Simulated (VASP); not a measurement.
# NaF (Cm) in VASP: settings compared

The runs below take NaF through single point, with PBE, LDA.

All numbers are computed with VASP 6.6.1; they aren't measurements. Logs are shortened: lines on timing, memory, paths and dates and some standing lists are left out, and cuts for length are marked.

## 1. The cell of the first run

It takes space group Cm (No. 8, monoclinic). The conventional cell has a = 6.394 Å, b = 9.830 Å, c = 3.053 Å, α = 90.00°, β = 118.29°, γ = 90.00°. Within 2.9 Å of Na (site symmetry 1) lie 5 F at 2.20 to 2.40 Å. Na (site symmetry m) has 6 F at 2.39 to 2.40 Å and 6 Na at 3.05 to 3.27 Å within 3.3 Å. Within 2.9 Å of F (site symmetry 1) lie 5 Na at 2.20 to 2.39 Å. F (site symmetry m) has 6 Na at 2.39 to 2.40 Å and 6 F at 3.05 to 3.26 Å within 3.3 Å.

The cell was built from a structure type or drawn by symmetry, and may not be a known phase.

## 2. Single point, PBE

Contents of INCAR:

```
SYSTEM = NaF
PREC = Accurate
ENCUT = 520
EDIFF = 1E-7
ISMEAR = 0
SIGMA = 0.02
LREAL = .False.
LASPH = .True.
NELM = 80
ALGO = Normal
ISIF = 2
LWAVE = .False.
LCHARG = .False.
GGA = PE
NBANDS = 30
```

Contents of KPOINTS:

```
Automatic mesh
0
Gamma
  6 6 8
  0 0 0
```

Contents of POSCAR:

```
NaF
1.0
    3.1970348000     -4.9148210000      0.0000000000
    3.1970348000      4.9148210000      0.0000000000
   -1.4469407000      0.0000000000      2.6884896000
Na F
3 3
Direct
    0.3034770000      0.9959330000      0.3988520000
    0.6639650000      0.6639650000      0.9146230000
    0.9959330000      0.3034770000      0.3988520000
    0.6958320000      0.0037220000      0.6005190000
    0.3368320000      0.3368320000      0.0865290000
    0.0037220000      0.6958320000      0.6005190000
```

Potentials or basis: VASP PAW PBE potentials, release 64 (Na_pv, F).

Command:

```sh
$ cat potpaw_PBE.64/Na_pv/POTCAR potpaw_PBE.64/F/POTCAR > POTCAR
$ mpirun -np 1 vasp_std > vasp.out
```

OUTCAR:

```text
SYSTEM = NaF
   PREC = Accurate
   ENCUT = 520
   EDIFF = 1E-7
   ISMEAR = 0
   LREAL = .False.
   LASPH = .True.
   NELM = 80
   ISIF = 2
   GGA = PE

 ion  position               nearest neighbor table
   1  0.303  0.996  0.399-   4 2.20   6 2.28   6 2.28
   2  0.664  0.664  0.915-
   3  0.996  0.303  0.399-   6 2.20   4 2.28   4 2.28
   4  0.696  0.004  0.601-   1 2.20   3 2.28   3 2.28
   5  0.337  0.337  0.087-
   6  0.004  0.696  0.601-   3 2.20   1 2.28   1 2.28

  LATTYP: Found a base centered monoclinic cell.
 ALAT       =     6.3940696000
 B/A-ratio  =     1.5373060687
 C/A-ratio  =     0.4774943001
 COS(beta)  =    -0.4739201581

  Lattice vectors:

 A1 = (   3.1970348000,  -4.9148210000,   0.0000000000)
 A2 = (   3.1970348000,   4.9148210000,   0.0000000000)
 A3 = (  -1.4469407000,   0.0000000000,   2.6884896000)

Analysis of symmetry for initial positions (statically):
=====================================================================
 Subroutine PRICEL returns:
 Original cell was already a primitive cell.

 Routine SETGRP: Setting up the symmetry group for a
 base centered monoclinic supercell.

 Subroutine GETGRP returns: Found  2 space group operations
 (whereof  2 operations were pure point group operations)
 out of a pool of  4 trial point group operations.

The static configuration has the point symmetry C_1h.

Analysis of symmetry for dynamics (positions and initial velocities):
=====================================================================
 Subroutine PRICEL returns:
 Original cell was already a primitive cell.

 Routine SETGRP: Setting up the symmetry group for a
 base centered monoclinic supercell.

 Subroutine GETGRP returns: Found  2 space group operations
 (whereof  2 operations were pure point group operations)
 out of a pool of  4 trial point group operations.

The dynamic configuration has the point symmetry C_1h.

 Subroutine INISYM returns: Found  2 space group operations
 (whereof  2 operations are pure point group operations),
 and found     1 'primitive' translations

----------------------------------------------------------------------------------------

                                     Primitive cell

  volume of cell :      84.4877

  direct lattice vectors                    reciprocal lattice vectors
     3.197034800 -4.914821000  0.000000000     0.156394919 -0.101733105  0.084171490
     3.197034800  4.914821000  0.000000000     0.156394919  0.101733105  0.084171490
    -1.446940700  0.000000000  2.688489600     0.000000000  0.000000000  0.371956060

  length of vectors
     5.863147361  5.863147361  3.053131789     0.204679836  0.204679836  0.371956060

  position of ions in fractional coordinates (direct lattice)
     0.303477000  0.995933000  0.398852000
     0.663965000  0.663965000  0.914623000
     0.995933000  0.303477000  0.398852000
     0.695832000  0.003722000  0.600519000
     0.336832000  0.336832000  0.086529000
     0.003722000  0.695832000  0.600519000

  ion indices of the primitive-cell ions
   primitive index   ion index
                 1           1
                 2           2
                 3           3
                 4           4
                 5           5
                 6           6

----------------------------------------------------------------------------------------

 KPOINTS: Automatic mesh

Automatic generation of k-mesh.
 Grid dimensions read from file:
 generate k-points for:    6    6    8

 Generating k-lattice:

  Cartesian coordinates                     Fractional coordinates (reciprocal lattice)
     0.026065820 -0.016955517  0.014028582     0.166666667  0.000000000  0.000000000
     0.026065820  0.016955517  0.014028582     0.000000000  0.166666667  0.000000000
     0.000000000  0.000000000  0.046494508     0.000000000  0.000000000  0.125000000

  Length of vectors
     0.034113306  0.034113306  0.046494508

  Shift w.r.t. Gamma in fractional coordinates (k-lattice)
     0.000000000  0.000000000  0.000000000

 Subroutine IBZKPT returns following result:
 ===========================================

 Found     89 irreducible k-points:

 Following reciprocal coordinates:
            Coordinates               Weight
  0.000000  0.000000  0.000000      1.000000
  0.166667 -0.000000  0.000000      4.000000
  0.333333  0.000000  0.000000      4.000000
  0.500000  0.000000 -0.000000      2.000000
  0.166667  0.166667  0.000000      2.000000
  0.333333  0.166667 -0.000000      4.000000
[... 16 lines left out ...]
 -0.333333  0.166667  0.125000      4.000000
 -0.166667  0.166667  0.125000      4.000000
 [... further k-points ...]
   k-points           NKPTS =     89   k-points in BZ     NKDIM =     89   number of bands    NBANDS=     30
   number of dos      NEDOS =    301   number of ions     NIONS =      6
   total plane-waves  NPLWV =  55296
   dimension x,y,z NGX =    48 NGY =   48 NGZ =   24
   dimension x,y,z NGXF=    96 NGYF=   96 NGZF=   48
   ions per type =               3   3
   NGX,Y,Z   is equivalent  to a cutoff of  13.61, 13.61, 13.07 a.u.
   NGXF,Y,Z  is equivalent  to a cutoff of  27.22, 27.22, 26.14 a.u.
 SYSTEM =  NaF
   PREC   = accura    normal or accurate (medium, high low for compatibility)
   ISTART =      0    job   : 0-new  1-cont  2-samecut
   ICHARG =      2    charge: 1-file 2-atom 10-const
   ISPIN  =      1    spin polarized calculation?
   LNONCOLLINEAR =      F non collinear calculations
   LSORBIT =      F    spin-orbit coupling
   LASPH  =      T    aspherical Exc in radial PAW
   ENCUT  =  520.0 eV  38.22 Ry    6.18 a.u.  10.90 10.90  5.68*2*pi/ulx,y,z
   NELM   =     80;   NELMIN=  2; NELMDL= -5     # of ELM steps
   EDIFF  = 0.1E-06   stopping-criterion for ELM
   LREAL  =      F    real-space projection
   EDIFFG = 0.1E-05   stopping-criterion for IOM
   NSW    =      0    number of steps for IOM
   IBRION =     -1    ionic relax: 0-MD 1-quasi-New 2-CG
   NFREE  =      0    steps in history (QN), initial steepest desc. (CG)
   ISIF   =      2    stress and relaxation
   ISYM   =      2    0-nonsym 1-usesym 2-fastsym
   POTIM  = 0.5000    time-step for ionic-motion
   TEBEG  =    0.0;   TEEND  =   0.0 temperature during run
   PSTRESS=    0.0 pullay stress
   NELECT =      42.0000    total number of electrons
   NUPDOWN=      -1.0000    fix difference up-down
   EMIN   =  10.00;   EMAX   =-10.00  energy-range for DOS
   EFERMI =   0.00;   METHOD = LEGACY
   ISMEAR =     0;   SIGMA  =   0.02  broadening in eV -4-tet -1-fermi 0-gaus
   EFERMI_NEDOS =   21; number of points for ismear=-14 and -15
   IALGO  =     38    algorithm
   IMIX   =      4    mixing-type and parameters
     AMIX     =   0.40;   BMIX     =  1.00
     AMIX_MAG =   1.60;   BMIX_MAG =  1.00
  volume/ion in A,a.u.               =      14.08        95.03
  Fermi-wavevector in a.u.,A,eV,Ry     =   1.296861  2.450712 22.882940  1.681849
  Thomas-Fermi vector in A             =   2.428290
   LORBIT       =      0    0 simple, 1 ext, 2 COOP (PROOUT), +10 PAW based schemes
   GGA     = PE    functional components
   LHFCALC =     F    Hartree Fock is set to
   AEXX    =    0.0000 exact exchange contribution
   IVDW    =     0    specifies the selected vdW correction
   LEPSILON=     F    determine dielectric tensor
   LRPA    =     F    only Hartree local field effects (RPA)
 non-spin polarized calculation
 Gauss-broadening in eV      SIGMA  =   0.02
  energy-cutoff  :      520.00
  volume of cell :       84.49
 maximum number of plane-waves:      2294
 NGX is ok and might be reduce to    48
   NGX = 21   NGY = 21   NGZ = 11

 number of electron      41.9999991 magnetization

 Free energy of the ion-electron system (eV)
  ---------------------------------------------------
  ext. energy  EPLUGINS =         0.00000000
  ---------------------------------------------------
  free energy    TOTEN  =       -25.16614951 eV

  energy without entropy =      -25.16614951  energy(sigma->0) =      -25.16614951

 E-fermi :  -2.1394     XC(G=0):  -8.5027

 val. band max:       -2.3299795161   @ k =   0.5000   0.5000   0.0000
 cond. band min:       3.0894993091   @ k =   0.0000   0.0000   0.0000
 fundamental gap:      5.4194788252
 Fermi energy:        -2.1394455675

 k-point     1 :       0.0000    0.0000    0.0000
  band No.  band energies     occupation
      1     -22.3825      2.00000
      2     -22.3674      2.00000
      3     -21.9892      2.00000
      4     -21.9296      2.00000
      5     -21.8907      2.00000
      6     -21.8758      2.00000
[... 22 lines left out ...]
     29      14.5256      0.00000
     30      16.6662      0.00000

 k-point     2 :       0.1667   -0.0000    0.0000
  band No.  band energies     occupation
      1     -22.3782      2.00000
      2     -22.3604      2.00000
      3     -21.9888      2.00000
      4     -21.9639      2.00000
      5     -21.9224      2.00000
      6     -21.8894      2.00000
[... 22 lines left out ...]
     29      14.3228      0.00000
     30      15.4000      0.00000

 k-point     3 :       0.3333    0.0000    0.0000
  band No.  band energies     occupation
      1     -22.3604      2.00000
      2     -22.3380      2.00000
      3     -22.1309      2.00000
      4     -21.9441      2.00000
      5     -21.9074      2.00000
      6     -21.8959      2.00000
[... 22 lines left out ...]
     29      13.2272      0.00000
     30      14.5473      0.00000

 k-point     4 :       0.5000    0.0000   -0.0000
  band No.  band energies     occupation
      1     -22.3571      2.00000
      2     -22.2758      2.00000
      3     -22.2400      2.00000
      4     -21.9251      2.00000
      5     -21.9087      2.00000
      6     -21.8942      2.00000
[... 616 lines left out ...]
     29      13.7273      0.00000
     30      14.3761      0.00000

 k-point    23 :      -0.3333    0.1667    0.1250
  band No.  band energies     occupation
      1     -22.3631      2.00000
      2     -22.3107      2.00000
      3     -22.0882      2.00000
      4     -21.9557      2.00000
      5     -21.9173      2.00000
      6     -21.8948      2.00000
[... 22 lines left out ...]
     29      13.7781      0.00000
     30      14.6509      0.00000

 k-point    24 :      -0.1667    0.1667    0.1250
  band No.  band energies     occupation
      1     -22.3491      2.00000
      2     -22.3259      2.00000
      3     -22.0627      2.00000
      4     -21.9666      2.00000
      5     -21.9188      2.00000
      6     -21.8926      2.00000
[... 22 lines left out ...]
     29      13.9105      0.00000
     30      14.9870      0.00000

 [... further k-points ...]

------------------------ aborting loop because EDIFF is reached ----------------------------------------

  FORCE on cell =-STRESS in cart. coord.  units (eV):
  Direction    XX          YY          ZZ          XY          YZ          ZX
  --------------------------------------------------------------------------------------
  -------------------------------------------------------------------------------------
  Total       -0.0335712     -0.0480200     -0.0775225      0.0000000      0.0000000     -0.0065679
  in kB       -0.6366255     -0.9106247     -1.4700942      0.0000000      0.0000000     -0.1245503
  external PRESSURE =      -1.0057814 kB  Pullay stress =       0.0000000 kB

 VOLUME and BASIS-vectors are now :
 -----------------------------------------------------------------------------
  energy-cutoff  :      520.00
  volume of cell :       84.49
      direct lattice vectors                 reciprocal lattice vectors
     3.197034800 -4.914821000  0.000000000     0.156394919 -0.101733105  0.084171490
     3.197034800  4.914821000  0.000000000     0.156394919  0.101733105  0.084171490
    -1.446940700  0.000000000  2.688489600     0.000000000  0.000000000  0.371956060

 POSITION                                       TOTAL-FORCE (eV/Angst)
 -----------------------------------------------------------------------------------
      3.57714      3.40330      1.07231         0.001386      0.007626      0.000463
      2.92203      0.00000      2.45895         0.000141      0.000000     -0.000484
      3.57714     -3.40330      1.07231         0.001386     -0.007626      0.000463
      1.36758     -3.40160      1.61449        -0.001782     -0.007870     -0.000033
      2.02852      0.00000      0.23263         0.000653      0.000000     -0.000376
      1.36758      3.40160      1.61449        -0.001782      0.007870     -0.000033
 -----------------------------------------------------------------------------------
    total drift:                                0.000036      0.000000     -0.000243

  FREE ENERGIE OF THE ION-ELECTRON SYSTEM (eV)
  ---------------------------------------------------
  free  energy   TOTEN  =       -25.1661495059 eV

  energy  without entropy=      -25.1661495059  energy(sigma->0) =      -25.16614951
```

Wall time 80 s (1 thread of Intel Xeon 6975P-C (Granite Rapids), shared host); peak memory 0.31 GiB.

Results:

```
Free energy            : -25.1661 eV
Pressure               : -0.1 GPa
Largest force          : 0.008 eV/Å
Band gap on the k mesh : 5.42 eV (least direct gap 5.45 eV)
```

Forces in eV/Å, atoms in the order of the input:
```
Na   0.001  0.008  0.000
Na   0.000  0.000  0.000
Na   0.001 -0.008  0.000
F   -0.002 -0.008  0.000
F    0.001  0.000  0.000
F   -0.002  0.008  0.000
```

Levels at points of the mesh, in eV from the valence-band top:
| k point | band 19 | band 20 | band 21 | band 22 | band 23 | band 24 |
| --- | --- | --- | --- | --- | --- | --- |
| (0.00, 0.00, 0.00) | -0.25 | -0.05 | -0.03 | 5.42 | 10.34 | 10.61 |
| (0.50, 0.00, 0.00) | -0.27 | -0.06 | -0.01 | 7.45 | 7.65 | 9.80 |
| (0.50, 0.50, 0.00) | -0.27 | -0.07 | 0.00 | 7.42 | 7.70 | 9.75 |
| (0.00, 0.00, 0.50) | -0.46 | -0.35 | -0.24 | 10.47 | 10.89 | 11.00 |
| (0.50, 0.00, 0.50) | -0.55 | -0.22 | -0.22 | 9.86 | 10.40 | 11.11 |
| (0.50, 0.50, 0.50) | -0.46 | -0.34 | -0.25 | 10.49 | 10.89 | 10.98 |

A k mesh can miss the band edges.

## 3. Single point, LDA

Contents of INCAR:

```
  PREC = Accurate
  ENCUT = 520
  EDIFF = 1E-6
  ISMEAR = 0
  SIGMA = 0.02
  LREAL = F
  LASPH = T
  NELM = 80
  ALGO = Normal
  ISIF = 2
  LWAVE = F
  LCHARG = F
  NBANDS = 30
```

Contents of KPOINTS:

```
regular mesh
0
Gamma
  6 6 8
```

POSCAR is that of step 2.

Potentials or basis: VASP PAW LDA potentials, release 64 (Na_pv, F).

Command:

```sh
$ cat potpaw_LDA.64/Na_pv/POTCAR potpaw_LDA.64/F/POTCAR > POTCAR
$ mpirun -np 1 vasp_std > vasp.out
```

Run time: 70 s. Hardware: 1 thread of Intel Xeon 6975P-C (Granite Rapids), shared host; peak memory 0.28 GiB.

Results (log left out):

```
Free energy            : -27.1827 eV
Pressure               : -5.2 GPa
Largest force          : 0.061 eV/Å
Band gap on the k mesh : 5.10 eV (least direct gap 5.13 eV)
```

Forces in eV/Å, atoms in the order of the input:
```
Na  -0.029 -0.002 -0.015
Na   0.025  0.000  0.013
Na  -0.029  0.002 -0.015
F    0.034 -0.047  0.019
F   -0.037  0.000 -0.020
F    0.034  0.047  0.019
```

Stress tensor (GPa, compression positive):
```
-5.30  0.00  0.09
 0.00 -4.77  0.00
 0.09  0.00 -5.47
```

Levels at points of the mesh, in eV from the valence-band top:
| k point | band 19 | band 20 | band 21 | band 22 | band 23 | band 24 |
| --- | --- | --- | --- | --- | --- | --- |
| (0.00, 0.00, 0.00) | -0.25 | -0.05 | -0.03 | 5.10 | 9.98 | 10.22 |
| (0.50, 0.00, 0.00) | -0.27 | -0.06 | -0.01 | 7.15 | 7.34 | 9.44 |
| (0.50, 0.50, 0.00) | -0.27 | -0.07 | 0.00 | 7.11 | 7.38 | 9.39 |
| (0.00, 0.00, 0.50) | -0.47 | -0.35 | -0.25 | 10.11 | 10.50 | 10.63 |
| (0.50, 0.00, 0.50) | -0.56 | -0.22 | -0.22 | 9.51 | 10.06 | 10.68 |
| (0.50, 0.50, 0.50) | -0.47 | -0.35 | -0.25 | 10.14 | 10.50 | 10.60 |

Caveat: the cell stands under tension.

## 4. Single point, PBE (14.50 Å³/atom)

This run uses another cell than the first one, of 14.50 Å³/atom.

Contents of INCAR:

```
PREC = Accurate
ENCUT = 520
EDIFF = 1E-6
ISMEAR = 0
SIGMA = 0.02
LREAL = F
LASPH = T
NELM = 80
ALGO = Normal
ISIF = 2
LWAVE = F
LCHARG = F
GGA = PE
NBANDS = 30
```

KPOINTS is that of step 3.

Contents of POSCAR:

```
NaF
1.0
    3.2276286427     -4.9694595593      0.0004355890
    3.2276286427      4.9694595593      0.0004355890
   -1.4604208160      0.0000000000      2.7125414180
Na F
3 3
Direct
    0.3036889701      0.9957009279      0.3988771607
    0.6642087252      0.6642087252      0.9148292219
    0.9957009279      0.3036889701      0.3988771607
    0.6958149816      0.0039141512      0.6005923827
    0.3364332440      0.3364332440      0.0861256912
    0.0039141512      0.6958149816      0.6005923827
```

Potentials or basis: VASP PAW PBE potentials, release 64 (Na_pv, F).

Command:

```sh
$ cat potpaw_PBE.64/Na_pv/POTCAR potpaw_PBE.64/F/POTCAR > POTCAR
$ mpirun -np 1 vasp_std > vasp.out
```

Run time: 69 s. Hardware: 1 thread of Intel Xeon 6975P-C (Granite Rapids), shared host; peak memory 0.32 GiB.

The run converged. Its results:

| Property | Result |
| --- | --- |
| Free energy | -25.1591 eV |
| Pressure | -1.2 GPa |
| Largest force | 0.007 eV/Å |
| Band gap on the k mesh | 5.30 eV (least direct gap 5.33 eV) |

Forces on the atoms (eV/Å):
```
Na  -0.006  0.003 -0.003
Na   0.004  0.000  0.002
Na  -0.006 -0.003 -0.003
F    0.004 -0.003  0.003
F   -0.001  0.000 -0.001
F    0.004  0.003  0.003
```

Levels at points of the mesh, in eV from the valence-band top:
| k point | band 17 | band 18 | band 19 | band 20 | band 21 | band 22 | band 23 | band 24 | band 25 | band 26 |
| --- | --- | --- | --- | --- | --- | --- | --- | --- | --- | --- |
| (0.00, 0.00, 0.00) | -0.25 | -0.25 | -0.24 | -0.05 | -0.03 | 5.30 | 10.19 | 10.45 | 11.51 | 12.30 |
| (0.50, 0.00, 0.00) | -0.39 | -0.35 | -0.25 | -0.06 | -0.01 | 7.30 | 7.49 | 9.64 | 10.97 | 13.32 |
| (0.50, 0.50, 0.00) | -0.39 | -0.35 | -0.25 | -0.06 | 0.00 | 7.27 | 7.52 | 9.60 | 10.82 | 13.71 |
| (0.00, 0.00, 0.50) | -0.78 | -0.59 | -0.44 | -0.33 | -0.24 | 10.30 | 10.70 | 10.85 | 11.00 | 11.86 |
| (0.50, 0.00, 0.50) | -0.74 | -0.66 | -0.53 | -0.21 | -0.21 | 9.70 | 10.21 | 10.96 | 12.10 | 12.19 |
| (0.50, 0.50, 0.50) | -0.77 | -0.59 | -0.43 | -0.33 | -0.24 | 10.33 | 10.70 | 10.83 | 11.00 | 11.85 |

[end of part 1 of 2]
